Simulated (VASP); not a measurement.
Wanted: the native input for a VASP 6.6.1 run.

* Task: single point
* Functional: PBE
* Potentials or basis: VASP PAW PBE potentials, release 64 (Al, N)
* Cutoff: 600 eV
* k mesh: 10 × 10 × 10
* Occupations: gaussian, width 0.023 eV
* Spin: no spin polarisation
* Dipole correction: no
* Further INCAR settings: ALGO = Normal; EDIFF = 1e-06; NBANDS = 11

The structure of AlN lies in POSCAR:

```
AlN
1.0
    0.0000000000      2.1839935596      2.1839935596
    2.1839935596      0.0000000000      2.1839935596
    2.1839935596      2.1839935596      0.0000000000
Al N
1 1
Direct
    0.0000000000      0.0000000000      0.0000000000
    0.2500000000      0.2500000000      0.2500000000
```

The input as run:

INCAR

```
PREC = Accurate
ENCUT = 600
EDIFF = 1E-6
ISMEAR = 0
SIGMA = 0.023
LREAL = False
LASPH = True
NELM = 120
ALGO = Normal
ISIF = 2
LWAVE = False
LCHARG = False
GGA = PE
NBANDS = 11
GGA_COMPAT = False
```

KPOINTS

```
regular mesh
0
Gamma
  10 10 10
```

Potentials or basis: VASP PAW PBE potentials, release 64 (Al, N).

The run is started by

```sh
$ cat potpaw_PBE.64/Al/POTCAR potpaw_PBE.64/N/POTCAR > POTCAR
$ mpirun -np 1 vasp_std > vasp.out
```

Results of the run:

| Item | Value |
| --- | --- |
| Pressure | 4.5 GPa |
| Band gap on the k mesh | 3.32 eV, indirect (least direct gap 4.20 eV) |

It took 27 s on 1 thread of Intel Xeon 8259CL, on a shared host, peak memory 0.15 GiB.
